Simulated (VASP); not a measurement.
# TePt (P6_3/mmc) in VASP: a series of runs

The runs below take TePt through single point, with LDA.

All numbers are computed with VASP 6.6.1; they aren't measurements. Logs are shortened: lines on timing, memory, paths and dates and some standing lists are left out, and cuts for length are marked.

### Step 1. The cell of the first run

It takes space group P6_3/mmc (No. 194, hexagonal). Conventional cell: a = 4.023 Å, b = 4.023 Å, c = 5.275 Å, α = 90.00°, β = 90.00°, γ = 120.00°. Within 3.6 Å of Te (site symmetry -6m2) lie 6 Pt at 2.67 Å and 6 Te at 3.51 Å. Within 3.5 Å of Pt (site symmetry -3m) lie 2 Pt at 2.64 Å and 6 Te at 2.67 Å.

### Step 2. Single point, LDA, collinear spin (18.48 Å³/atom)

INCAR

```
ALGO = Normal
EDIFF = 1E-6
ENCUT = 520
GGA = CA
ISIF = 2
ISMEAR = 0
ISPIN = 2
LASPH = True
LCHARG = True
LELF = True
LMAXMIX = 4
LORBIT = 11
LREAL = False
LVHAR = True
LWAVE = False
MAGMOM = 0 0 0.5 0.5
NBANDS = 28
NELM = 150
NUPDOWN = 1.0
PREC = Accurate
SIGMA = 0.15
```

KPOINTS

```
k-points
0
Gamma
  12 12 8
```

POSCAR

```
TePt
1.0
    4.0231984860      0.0000000000      0.0000000000
   -2.0115992430      3.4841920933      0.0000000000
    0.0000000000      0.0000000000      5.2745134137
Te Pt
2 2
Direct
    0.3333333333      0.6666666667      0.2500000000
    0.6666666667      0.3333333333      0.7500000000
    0.0000000000      0.0000000000      0.0000000000
    0.0000000000      0.0000000000      0.5000000000
```

Potentials or basis: VASP PAW LDA potentials, release 64 (Te, Pt).

Run with:

```
$ cat potpaw_LDA.64/Te/POTCAR potpaw_LDA.64/Pt/POTCAR > POTCAR
$ mpirun -np 1 vasp_std > vasp.out
```

OUTCAR:

```text
EDIFF = 1E-6
   ENCUT = 520
   GGA = CA
   ISIF = 2
   ISMEAR = 0
   ISPIN = 2
   LASPH = True
   LORBIT = 11
   LREAL = False
   NELM = 150
   NUPDOWN = 1.0
   PREC = Accurate

 ion  position               nearest neighbor table
   1  0.333  0.667  0.250-   3 2.67   4 2.67   3 2.67   4 2.67   3 2.67   4 2.67   2 3.51   2 3.51
                             2 3.51   2 3.51   2 3.51   2 3.51
   2  0.667  0.333  0.750-   3 2.67   4 2.67   3 2.67   4 2.67   3 2.67   4 2.67   1 3.51   1 3.51
                             1 3.51   1 3.51   1 3.51   1 3.51
   3  0.000  0.000  0.000-   4 2.64   4 2.64   1 2.67   2 2.67   1 2.67   2 2.67   2 2.67   1 2.67

   4  0.000  0.000  0.500-   3 2.64   3 2.64   1 2.67   2 2.67   1 2.67   2 2.67   2 2.67   1 2.67

  LATTYP: Found a hexagonal cell.
 ALAT       =     4.0231984860
 C/A-ratio  =     1.3110249052

  Lattice vectors:

 A1 = (   4.0231984860,   0.0000000000,   0.0000000000)
 A2 = (  -2.0115992430,   3.4841920933,   0.0000000000)
 A3 = (   0.0000000000,   0.0000000000,   5.2745134137)

Analysis of symmetry for initial positions (statically):
=====================================================================
 Subroutine PRICEL returns:
 Original cell was already a primitive cell.

 Routine SETGRP: Setting up the symmetry group for a
 hexagonal supercell.

 Subroutine GETGRP returns: Found 24 space group operations
 (whereof 12 operations were pure point group operations)
 out of a pool of 24 trial point group operations.

The static configuration has the point symmetry D_3d.
 The point group associated with its full space group is D_6h.

Analysis of symmetry for dynamics (positions and initial velocities):
=====================================================================
 Subroutine PRICEL returns:
 Original cell was already a primitive cell.

 Routine SETGRP: Setting up the symmetry group for a
 hexagonal supercell.

 Subroutine GETGRP returns: Found 24 space group operations
 (whereof 12 operations were pure point group operations)
 out of a pool of 24 trial point group operations.

The dynamic configuration has the point symmetry D_3d.
 The point group associated with its full space group is D_6h.

Analysis of structural, dynamic, and magnetic symmetry:
=====================================================================
 Subroutine PRICEL returns:
 Original cell was already a primitive cell.

 Routine SETGRP: Setting up the symmetry group for a
 hexagonal supercell.

 Subroutine GETGRP returns: Found 24 space group operations
 (whereof 12 operations were pure point group operations)
 out of a pool of 24 trial point group operations.

The overall configuration has the point symmetry D_3d.
 The point group associated with its full space group is D_6h.

 Subroutine INISYM returns: Found 24 space group operations
 (whereof 12 operations are pure point group operations),
 and found     1 'primitive' translations

----------------------------------------------------------------------------------------

                                     Primitive cell

  volume of cell :      73.9360

  direct lattice vectors                    reciprocal lattice vectors
     4.023198486  0.000000000  0.000000000     0.248558455  0.143505291  0.000000000
    -2.011599243  3.484192093  0.000000000     0.000000000  0.287010582  0.000000000
     0.000000000  0.000000000  5.274513414     0.000000000  0.000000000  0.189590948

  length of vectors
     4.023198486  4.023198486  5.274513414     0.287010582  0.287010582  0.189590948

  position of ions in fractional coordinates (direct lattice)
     0.333333333  0.666666667  0.250000000
     0.666666667  0.333333333  0.750000000
     0.000000000  0.000000000  0.000000000
     0.000000000  0.000000000  0.500000000

  ion indices of the primitive-cell ions
   primitive index   ion index
                 1           1
                 2           2
                 3           3
                 4           4

----------------------------------------------------------------------------------------

 KPOINTS: k-points

Automatic generation of k-mesh.
 Grid dimensions read from file:
 generate k-points for:   12   12    8

 Generating k-lattice:

  Cartesian coordinates                     Fractional coordinates (reciprocal lattice)
     0.020713205  0.011958774  0.000000000     0.083333333  0.000000000  0.000000000
     0.000000000  0.023917548  0.000000000     0.000000000  0.083333333  0.000000000
     0.000000000  0.000000000  0.023698869     0.000000000  0.000000000  0.125000000

  Length of vectors
     0.023917548  0.023917548  0.023698869

  Shift w.r.t. Gamma in fractional coordinates (k-lattice)
     0.000000000  0.000000000  0.000000000

 Subroutine IBZKPT returns following result:
 ===========================================

 Found     95 irreducible k-points:

 Following reciprocal coordinates:
            Coordinates               Weight
  0.000000  0.000000  0.000000      1.000000
  0.083333  0.000000  0.000000      6.000000
  0.166667  0.000000  0.000000      6.000000
  0.250000  0.000000  0.000000      6.000000
  0.333333  0.000000  0.000000      6.000000
  0.416667  0.000000  0.000000      6.000000
[... 16 lines left out ...]
  0.250000  0.000000  0.125000     12.000000
  0.333333  0.000000  0.125000     12.000000
 [... further k-points ...]
   k-points           NKPTS =     95   k-points in BZ     NKDIM =     95   number of bands    NBANDS=     28
   number of dos      NEDOS =    301   number of ions     NIONS =      4
   total plane-waves  NPLWV =  36000
   dimension x,y,z NGX =    30 NGY =   30 NGZ =   40
   dimension x,y,z NGXF=    60 NGYF=   60 NGZF=   80
   ions per type =               2   2
   NGX,Y,Z   is equivalent  to a cutoff of  12.40, 12.40, 12.61 a.u.
   NGXF,Y,Z  is equivalent  to a cutoff of  24.79, 24.79, 25.21 a.u.
 SYSTEM =  unknown system
   PREC   = accura    normal or accurate (medium, high low for compatibility)
   ISTART =      0    job   : 0-new  1-cont  2-samecut
   ICHARG =      2    charge: 1-file 2-atom 10-const
   ISPIN  =      2    spin polarized calculation?
   LNONCOLLINEAR =      F non collinear calculations
   LSORBIT =      F    spin-orbit coupling
   LASPH  =      T    aspherical Exc in radial PAW
   ENCUT  =  520.0 eV  38.22 Ry    6.18 a.u.   7.48  7.48  9.81*2*pi/ulx,y,z
   NELM   =    150;   NELMIN=  2; NELMDL= -5     # of ELM steps
   EDIFF  = 0.1E-05   stopping-criterion for ELM
   LREAL  =      F    real-space projection
   EDIFFG = 0.1E-04   stopping-criterion for IOM
   NSW    =      0    number of steps for IOM
   IBRION =     -1    ionic relax: 0-MD 1-quasi-New 2-CG
   NFREE  =      0    steps in history (QN), initial steepest desc. (CG)
   ISIF   =      2    stress and relaxation
   ISYM   =      2    0-nonsym 1-usesym 2-fastsym
   POTIM  = 0.5000    time-step for ionic-motion
   TEBEG  =    0.0;   TEEND  =   0.0 temperature during run
   PSTRESS=    0.0 pullay stress
   NELECT =      32.0000    total number of electrons
   NUPDOWN=       1.0000    fix difference up-down
   EMIN   =  10.00;   EMAX   =-10.00  energy-range for DOS
   EFERMI =   0.00;   METHOD = LEGACY
   ISMEAR =     0;   SIGMA  =   0.15  broadening in eV -4-tet -1-fermi 0-gaus
   EFERMI_NEDOS =   21; number of points for ismear=-14 and -15
   IALGO  =     38    algorithm
   IMIX   =      4    mixing-type and parameters
     AMIX     =   0.40;   BMIX     =  1.00
     AMIX_MAG =   1.60;   BMIX_MAG =  1.00
  volume/ion in A,a.u.               =      18.48       124.74
  Fermi-wavevector in a.u.,A,eV,Ry     =   1.238339  2.340121 20.864305  1.533483
  Thomas-Fermi vector in A             =   2.372868
   LORBIT       =     11    0 simple, 1 ext, 2 COOP (PROOUT), +10 PAW based schemes
   GGA     = CA    functional components
   LHFCALC =     F    Hartree Fock is set to
   AEXX    =    0.0000 exact exchange contribution
   IVDW    =     0    specifies the selected vdW correction
   LEPSILON=     F    determine dielectric tensor
   LRPA    =     F    only Hartree local field effects (RPA)
 spin polarized calculation
 Gauss-broadening in eV      SIGMA  =   0.15
  energy-cutoff  :      520.00
  volume of cell :       73.94
 maximum number of plane-waves:      2009
 NGX is ok and might be reduce to    30
   NGX = 15   NGY = 15   NGZ = 19

 number of electron      31.9999996 magnetization       1.0000000

 Free energy of the ion-electron system (eV)
  ---------------------------------------------------
  ext. energy  EPLUGINS =         0.00000000
  ---------------------------------------------------
  free energy    TOTEN  =       -22.53869482 eV

  energy without entropy =      -22.51755402  energy(sigma->0) =      -22.52812442

 E-fermi :  11.7481     XC(G=0): -12.1636

 val. band max:       12.6578803370   @ k =   0.3333   0.0000   0.3750
 cond. band min:      11.7533082706   @ k =   0.1667   0.0000   0.2500
 fundamental gap:     -0.9045720664
 Fermi energy:        12.6583378811

 spin component 1

 k-point     1 :       0.0000    0.0000    0.0000
  band No.  band energies     occupation
      1      -3.4389      1.00000
      2       0.2254      1.00000
      3       3.4896      1.00000
      4       4.5933      1.00000
      5       4.5933      1.00000
      6       5.1280      1.00000
[... 733 lines left out ...]
     27      23.3063      0.00000
     28      23.5090      0.00000

 [... further k-points ...]

 spin component 2

 k-point     1 :       0.0000    0.0000    0.0000
  band No.  band energies     occupation
      1      -3.3084      1.00000
      2       0.3604      1.00000
      3       3.6238      1.00000
      4       4.7327      1.00000
      5       4.7327      1.00000
      6       5.2617      1.00000
[... 733 lines left out ...]
     27      23.4156      0.00000
     28      23.6316      0.00000

 [... further k-points ...]

------------------------ aborting loop because EDIFF is reached ----------------------------------------

  FORCE on cell =-STRESS in cart. coord.  units (eV):
  Direction    XX          YY          ZZ          XY          YZ          ZX
  --------------------------------------------------------------------------------------
  -------------------------------------------------------------------------------------
  Total       11.9961251     11.9961251     12.8959846      0.0000000      0.0000000     -0.0000000
  in kB      259.9534699    259.9534699    279.4532318      0.0000000      0.0000000     -0.0000000
  external PRESSURE =     266.4533905 kB  Pullay stress =       0.0000000 kB

 VOLUME and BASIS-vectors are now :
 -----------------------------------------------------------------------------
  energy-cutoff  :      520.00
  volume of cell :       73.94
      direct lattice vectors                 reciprocal lattice vectors
     4.023198486  0.000000000  0.000000000     0.248558455  0.143505291  0.000000000
    -2.011599243  3.484192093  0.000000000     0.000000000  0.287010582  0.000000000
     0.000000000  0.000000000  5.274513414     0.000000000  0.000000000  0.189590948

 POSITION                                       TOTAL-FORCE (eV/Angst)
 -----------------------------------------------------------------------------------
     -0.00000      2.32279      1.31863         0.000000      0.000000      0.000000
      2.01160      1.16140      3.95589        -0.000000      0.000000      0.000000
      0.00000      0.00000      0.00000        -0.000000      0.000000      0.000000
      0.00000      0.00000      2.63726        -0.000000      0.000000      0.000000
 -----------------------------------------------------------------------------------
    total drift:                               -0.000000      0.000000      0.000000

  FREE ENERGIE OF THE ION-ELECTRON SYSTEM (eV)
  ---------------------------------------------------
  free  energy   TOTEN  =       -22.5386948225 eV

  energy  without entropy=      -22.5175540216  energy(sigma->0) =      -22.52812442

 total charge

# of ion       s       p       d       tot
------------------------------------------
    1        1.413   1.885   0.153   3.451
    2        1.413   1.885   0.153   3.451
    3        0.701   0.684   8.342   9.727
    4        0.701   0.684   8.342   9.727
--------------------------------------------------
tot          4.229   5.138  16.990  26.356

 magnetization (x)

# of ion       s       p       d       tot
------------------------------------------
    1        0.031   0.114   0.010   0.155
    2        0.031   0.114   0.010   0.155
    3        0.013   0.038   0.196   0.246
    4        0.013   0.038   0.196   0.246
--------------------------------------------------
tot          0.087   0.303   0.412   0.802
```

Wall time 4.5 min (1 thread of Intel Xeon Platinum 8559C (Emerald Rapids), shared host); peak memory 0.37 GiB.

What came out:

| Item | Value |
| --- | --- |
| Free energy | -22.5387 eV |
| Pressure | 26.6 GPa |
| Net moment | 1.00 μB per cell |
| Site moments | Te +0.15; Pt +0.25 μB |
| Valence electrons inside the program's atomic spheres | Te 3.45; Pt 9.73 |

Caveat: the cell stands under pressure; spin-orbit coupling is left out, which moves the levels of the heavy elements; the total moment is fixed, so each spin has its own Fermi level.

(Continued in part 2 of 2.)
